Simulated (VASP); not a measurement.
Ti: single point with r2SCAN

The system is Ti.

```
Ti
1.0
     2.99041    0.00000    0.00000
    -1.49521    2.58977    0.00000
     0.00000    0.00000    4.56019
Ti
2
Direct
  0.33333 0.66667 0.25000
  0.66667 0.33333 0.75000
```

This cell differs from its parent crystal: ratio of the length along z to the lengths across it x 0.96, volume and fractional coordinates fixed.

```json
{
 "Program": "VASP 6.6.1",
 "Task": "single point",
 "Functional": "r2SCAN",
 "Potentials or basis": "VASP PAW PBE potentials, release 64 (Ti_sv)",
 "Cutoff": "520 eV",
 "k mesh": "24 × 24 × 12",
 "Occupations": "fermi-dirac, width 0.02 eV",
 "Spin": "no spin polarisation"
}
```

The pressure is -2.0 GPa and the band gap on the k mesh is zero (bands 12 and 13 overlap by 1.21 eV).

Stress tensor (GPa, compression positive):
```
-3.36  0.00  0.00
 0.00 -3.36  0.00
 0.00  0.00  0.84
```

Levels at points of the mesh, in eV from the Fermi level:
```
           k point  band 8  band 9  band 10  band 11  band 12  band 13  band 14  band 15  band 16  band 17
(0.00, 0.00, 0.00)  -34.12   -6.61    -2.84     0.78     0.78     0.87     1.16     1.36     1.36     1.57
(0.50, 0.00, 0.00)  -34.18   -2.58    -2.29    -1.87    -1.03     0.40     0.80     1.37     3.31     3.59
(0.00, 0.00, 0.50)  -34.18   -4.60    -4.60     0.19     0.19     0.63     0.63     0.63     0.63     2.95
(0.50, 0.00, 0.50)  -34.28   -2.66    -2.66    -0.81    -0.81     1.15     1.15     1.73     1.73     3.48
```

Run time: 32 min on 1 thread of Oxide Virtual Turin-like Processor, with other jobs on the host, peak memory 0.32 GiB.

Caveat: the PAW data sets were made with another functional, which shifts forces and pressure a little.
